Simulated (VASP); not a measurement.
SrCl2, 3 atoms in the cell. It takes space group I4/mmm (No. 139, tetragonal). The conventional cell has a = 4.998 Å, b = 4.998 Å, c = 7.537 Å, α = 90.00°, β = 90.00°, γ = 90.00°. Sr (site symmetry 4/mmm) has 8 Cl at 3.13 Å within 4.1 Å. Within 4.1 Å of Cl (site symmetry -4m2) lie 4 Sr at 3.13 Å and 6 Cl at 3.53 to 3.77 Å.  This cell differs from its parent crystal: volume 31.382 Å^3 an atom, c/a of the conventional cell 1.0662.

```yaml
Program: VASP 6.6.1
Task: single point
Functional: PBE
Potentials_or_basis: VASP PAW PBE potentials, release 64 (Sr_sv, Cl)
Cutoff: 520 eV
k_mesh: 6 × 6 × 6
Occupations: gaussian, width 0.05 eV
Spin: no spin polarisation
Dipole_correction: no
Further_INCAR_settings: ALGO = Normal; EDIFF = 1e-07; NBANDS = 19
```

Potentials or basis: VASP PAW PBE potentials, release 64 (Sr_sv, Cl).

The run is started by

```console
$ cat potpaw_PBE.64/Sr_sv/POTCAR potpaw_PBE.64/Cl/POTCAR > POTCAR
$ mpirun -np 1 vasp_std > vasp.out
```

Hardware: 1 thread of Intel(R) Xeon(R) 6975P-C (Granite Rapids) (shared host).

Q: Estimate the wall time of this run.

A: It took 36 s on 1 thread of Intel(R) Xeon(R) 6975P-C (Granite Rapids), on a shared host, peak memory 0.25 GiB. Counts: scf iterations 15, k points 30.
